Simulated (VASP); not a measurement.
# Rh (P6_3/mmc) in VASP: notebook, part 2 of 3

VASP 6.6.1.

### 4 Single point, r2SCAN

This run uses another cell than the first one, of 13.76 Å³/atom.

Input file POSCAR:

```
Rh
1.0
    2.7036431835      0.0000000000      0.0000000000
   -1.3518215917      2.3414236797      0.0000000000
    0.0000000000      0.0000000000      4.3486172221
Rh
2
Direct
    0.6666666667      0.3333333333      0.7500000000
    0.3333333333      0.6666666667      0.2500000000
```

Input file INCAR.step1:

```
SYSTEM = Rh
  ALGO = Normal
  EDIFF = 1E-4
  ENCUT = 520
  GGA = PE
  ISMEAR = 0
  LASPH = .True.
  LCHARG = .False.
  LREAL = .False.
  LWAVE = .True.
  NBANDS = 22
  NELM = 80
  PREC = Accurate
  SIGMA = 0.1
```

Input file INCAR.step2:

```
SYSTEM = Rh
  ALGO = Normal
  EDIFF = 1E-6
  ENCUT = 520
  ISIF = 2
  ISMEAR = 0
  ISTART = 1
  LASPH = .True.
  LCHARG = .False.
  LMIXTAU = .True.
  LREAL = .False.
  LWAVE = .False.
  METAGGA = R2SCAN
  NBANDS = 22
  NELM = 80
  PREC = Accurate
  SIGMA = 0.1
```

Input file KPOINTS:

```
k-points
0
Gamma
  18 18 10
  0 0 0
```

Potentials or basis: VASP PAW PBE potentials, release 64 (Rh_pv).

On the command line:

```
cat potpaw_PBE.64/Rh_pv/POTCAR > POTCAR
cp INCAR.step1 INCAR
mpirun -np 1 vasp_std > vasp.out
cp INCAR.step2 INCAR
mpirun -np 1 vasp_std > vasp.out
```

OUTCAR:

```text
SYSTEM = Rh
   EDIFF = 1E-6
   ENCUT = 520
   ISIF = 2
   ISMEAR = 0
   ISTART = 1
   LASPH = .True.
   LREAL = .False.
   METAGGA = R2SCAN
   NELM = 80
   PREC = Accurate

 ion  position               nearest neighbor table
   1  0.667  0.333  0.750-   2 2.68   2 2.68   2 2.68   2 2.68   2 2.68   2 2.68
   2  0.333  0.667  0.250-   1 2.68   1 2.68   1 2.68   1 2.68   1 2.68   1 2.68

  LATTYP: Found a hexagonal cell.
 ALAT       =     2.7036431835
 C/A-ratio  =     1.6084286746

  Lattice vectors:

 A1 = (   2.7036431835,   0.0000000000,   0.0000000000)
 A2 = (  -1.3518215917,   2.3414236797,   0.0000000000)
 A3 = (   0.0000000000,   0.0000000000,   4.3486172221)

Analysis of symmetry for initial positions (statically):
=====================================================================
 Subroutine PRICEL returns:
 Original cell was already a primitive cell.

 Routine SETGRP: Setting up the symmetry group for a
 hexagonal supercell.

 Subroutine GETGRP returns: Found 24 space group operations
 (whereof 12 operations were pure point group operations)
 out of a pool of 24 trial point group operations.

The static configuration has the point symmetry D_3d.
 The point group associated with its full space group is D_6h.

Analysis of symmetry for dynamics (positions and initial velocities):
=====================================================================
 Subroutine PRICEL returns:
 Original cell was already a primitive cell.

 Routine SETGRP: Setting up the symmetry group for a
 hexagonal supercell.

 Subroutine GETGRP returns: Found 24 space group operations
 (whereof 12 operations were pure point group operations)
 out of a pool of 24 trial point group operations.

The dynamic configuration has the point symmetry D_3d.
 The point group associated with its full space group is D_6h.

 Subroutine INISYM returns: Found 24 space group operations
 (whereof 12 operations are pure point group operations),
 and found     1 'primitive' translations

----------------------------------------------------------------------------------------
[... 112 lines left out ...]
     AMIX     =   0.40;   BMIX     =  1.00
     AMIX_MAG =   1.60;   BMIX_MAG =  1.00
  volume/ion in A,a.u.               =      13.76        92.89
  Fermi-wavevector in a.u.,A,eV,Ry     =   1.684697  3.183615 38.616096  2.838203
  Thomas-Fermi vector in A             =   2.767673
   LORBIT       =      0    0 simple, 1 ext, 2 COOP (PROOUT), +10 PAW based schemes
   METAGGA = R2SCAN    functional components
   LHFCALC =     F    Hartree Fock is set to
   AEXX    =    0.0000 exact exchange contribution
   IVDW    =     0    specifies the selected vdW correction
   LEPSILON=     F    determine dielectric tensor
   LRPA    =     F    only Hartree local field effects (RPA)
 non-spin polarized calculation
 Gauss-broadening in eV      SIGMA  =   0.10
  energy-cutoff  :      520.00
  volume of cell :       27.53
 maximum number of plane-waves:       768
 NGX is ok and might be reduce to    20
   NGX =  9   NGY =  9   NGZ = 17

 number of electron      30.0000012 magnetization

 Free energy of the ion-electron system (eV)
  ---------------------------------------------------
  ext. energy  EPLUGINS =         0.00000000
  ---------------------------------------------------
  free energy    TOTEN  =       -48.19152266 eV

  energy without entropy =      -48.17585639  energy(sigma->0) =      -48.18368952

 E-fermi :  11.8262     XC(G=0): -15.1998

 val. band max:       11.8238189235   @ k =   0.4444   0.0556   0.4000
 cond. band min:      11.8265014226   @ k =   0.3333   0.3333   0.1000
 fundamental gap:      0.0026824991
 Fermi energy:        11.8261945842

 k-point     1 :       0.0000    0.0000    0.0000
  band No.  band energies     occupation
      1     -36.8789      2.00000
      2     -36.1669      2.00000
      3     -36.1669      2.00000
      4     -36.0652      2.00000
      5     -36.0487      2.00000
      6     -36.0487      2.00000
[... 589 lines left out ...]
     21      24.2967      0.00000
     22      27.2926      0.00000

 [... further k-points ...]

------------------------ aborting loop because EDIFF is reached ----------------------------------------

  FORCE on cell =-STRESS in cart. coord.  units (eV):
  Direction    XX          YY          ZZ          XY          YZ          ZX
  --------------------------------------------------------------------------------------
  -------------------------------------------------------------------------------------
  Total        0.2032641      0.2032641      0.2145770      0.0000000      0.0000000      0.0000000
  in kB       11.8301606     11.8301606     12.4885843      0.0000000      0.0000000      0.0000000
  external PRESSURE =      12.0496352 kB  Pullay stress =       0.0000000 kB

 VOLUME and BASIS-vectors are now :
 -----------------------------------------------------------------------------
  energy-cutoff  :      520.00
  volume of cell :       27.53
      direct lattice vectors                 reciprocal lattice vectors
     2.703643184  0.000000000  0.000000000     0.369871293  0.213545291  0.000000000
    -1.351821592  2.341423680  0.000000000     0.000000000  0.427090581  0.000000000
     0.000000000  0.000000000  4.348617222     0.000000000  0.000000000  0.229958157

 POSITION                                       TOTAL-FORCE (eV/Angst)
 -----------------------------------------------------------------------------------
      1.35182      0.78047      3.26146        -0.000000     -0.000000      0.000000
     -0.00000      1.56095      1.08715         0.000000      0.000000      0.000000
 -----------------------------------------------------------------------------------
    total drift:                               -0.000000      0.000000     -0.000000

  FREE ENERGIE OF THE ION-ELECTRON SYSTEM (eV)
  ---------------------------------------------------
  free  energy   TOTEN  =       -48.1915226584 eV

  energy  without entropy=      -48.1758563903  energy(sigma->0) =      -48.18368952
```

It took 5.9 min on 1 thread of Intel Xeon Platinum 8259CL at 2.50GHz (Skylake/Cascade Lake), shared host; peak memory 0.22 GiB.

Results:

```yaml
Free_energy: -48.1915 eV
Pressure: 1.2 GPa
Band_gap_on_the_k_mesh: zero (bands 15 and 16 overlap by 2.48 eV)
```

Caveat: the PAW data sets were made with another functional, which shifts forces and pressure a little.

### 5 Single point, r2SCAN (uniaxial strain along c: -4.0 %, then relaxed in part)

Input file POSCAR:

```
Rh
1.0
    2.7411756231      0.0000000000      0.0000000000
   -1.3705878115      2.3739277258      0.0000000000
    0.0000000000      0.0000000000      4.1746725322
Rh
2
Direct
    0.6666666650      0.3333333350      0.7500000000
    0.3333333350      0.6666666650      0.2500000000
```

Input file INCAR.step1:

```
PREC     = Accurate       # precision mode
ENCUT    = 520            # plane-wave cutoff, eV
ISMEAR   = 0              # smearing method
SIGMA    = 0.1            # smearing width, eV
LREAL    = False          # projectors in reciprocal space
LASPH    = True           # aspherical terms in the spheres
NELM     = 100            # most SCF steps
NBANDS   = 22             # bands
GGA      = PE             # functional
ALGO     = Normal         # electronic algorithm
EDIFF    = 1E-4           # SCF threshold, eV
LWAVE    = True           # write WAVECAR
LCHARG   = False          # write CHGCAR
```

Input file INCAR.step2:

```
PREC     = Accurate       # precision mode
ENCUT    = 520            # plane-wave cutoff, eV
EDIFF    = 1E-6           # SCF threshold, eV
ISMEAR   = 0              # smearing method
SIGMA    = 0.1            # smearing width, eV
LREAL    = False          # projectors in reciprocal space
LASPH    = True           # aspherical terms in the spheres
NELM     = 100            # most SCF steps
ALGO     = Normal         # electronic algorithm
ISIF     = 2              # what is computed and relaxed
LWAVE    = False          # write WAVECAR
LCHARG   = False          # write CHGCAR
METAGGA  = R2SCAN         # meta-GGA
LMIXTAU  = True         
NBANDS   = 22             # bands
ISTART   = 1
```

Input file KPOINTS:

```
regular mesh
0
Gamma
  24 24 12
```

On the command line:

```
cat potpaw_PBE.64/Rh_pv/POTCAR > POTCAR
cp INCAR.step1 INCAR
mpirun -np 1 vasp_std > vasp.out
cp INCAR.step2 INCAR
mpirun -np 1 vasp_std > vasp.out
```

It took 4.3 min on 1 thread of Intel Xeon 6975P-C (Granite Rapids), shared host; peak memory 0.29 GiB.

It converged, with:

```
Free energy            : -48.1296 eV
Pressure               : 6.5 GPa
Band gap on the k mesh : zero (bands 15 and 16 overlap by 2.31 eV)
```

Stress tensor (GPa, compression positive):
```
 1.20  0.00  0.00
 0.00  1.20  0.00
 0.00  0.00 17.18
```

Levels at points of the mesh, in eV from the Fermi level:
| k point | band 12 | band 13 | band 14 | band 15 | band 16 | band 17 | band 18 | band 19 |
| --- | --- | --- | --- | --- | --- | --- | --- | --- |
| (0.00, 0.00, 0.00) | -2.60 | -2.60 | -2.50 | -2.50 | 0.11 | 0.11 | 1.53 | 10.10 |
| (0.50, 0.00, 0.00) | -2.46 | -2.11 | 0.11 | 0.55 | 0.85 | 3.04 | 5.23 | 11.16 |
| (0.00, 0.00, 0.50) | -3.55 | -3.12 | -3.12 | -0.45 | -0.45 | -0.45 | -0.45 | 15.75 |
| (0.50, 0.00, 0.50) | -2.02 | -0.38 | -0.38 | 0.39 | 0.39 | 2.80 | 2.80 | 9.79 |

Caveat: the cell differs from its parent crystal (uniaxial strain along c: -4.0 %, then relaxed in part); the cell stands under pressure; the PAW data sets were made with another functional, which shifts forces and pressure a little.

(Continued in part 3 of 3.)
